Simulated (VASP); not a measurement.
Here is a VASP 6.6.1 calculation.

POSCAR

```
W
1.0
    2.8096620000      0.0000000000      0.0000000000
    0.0000000000      4.8638700000      0.0000000000
    0.0000000000      0.0000000000      4.9236950000
W
4
Direct
    0.7931720000      0.9368430000      0.7500000000
    0.2068280000      0.4368430000      0.7500000000
    0.2068280000      0.0631570000      0.2500000000
    0.7931720000      0.5631570000      0.2500000000
```

File INCAR.step1:

```
PREC = Accurate
ENCUT = 520
ISMEAR = 0
SIGMA = 0.05
LREAL = F
LASPH = T
NELM = 150
MAGMOM = 0 0 0 0 0 0 0 0 0 0 0 0
LSORBIT = T
GGA_COMPAT = F
LMAXMIX = 4
NBANDS = 70
GGA = PE
ALGO = Normal
EDIFF = 1E-4
LWAVE = T
LCHARG = F
KPAR = 4
```

INCAR.step2

```
PREC = Accurate
ENCUT = 520
EDIFF = 1E-7
ISMEAR = 0
SIGMA = 0.05
LREAL = F
LASPH = T
NELM = 150
ALGO = Normal
ISIF = 2
LWAVE = F
LCHARG = F
MAGMOM = 0 0 0 0 0 0 0 0 0 0 0 0
LORBIT = 11
LSORBIT = T
GGA_COMPAT = F
LORBMOM = T
LMAXMIX = 4
METAGGA = R2SCAN
LMIXTAU = T
NBANDS = 70
ISTART = 1
KPAR = 4
```

KPOINTS

```
Automatic mesh
0
Gamma
  8 5 5
```

Potentials or basis: VASP PAW PBE potentials, release 64 (W_sv).

The run is started by

```console
$ cat potpaw_PBE.64/W_sv/POTCAR > POTCAR
$ cp INCAR.step1 INCAR
$ mpirun -np 4 vasp_ncl > vasp.out
$ cp INCAR.step2 INCAR
$ mpirun -np 4 vasp_ncl > vasp.out
```

(1) What does it give for the pressure?

(2) Estimate the largest force.

(3) What does it give for the net moment?

## Answers

(1) -5.1 GPa.

(2) 0.087 eV/Å.

(3) 0.00 μB per cell.

Caveat: the cell stands under tension; the PAW data sets were made with another functional, which shifts forces and pressure a little.
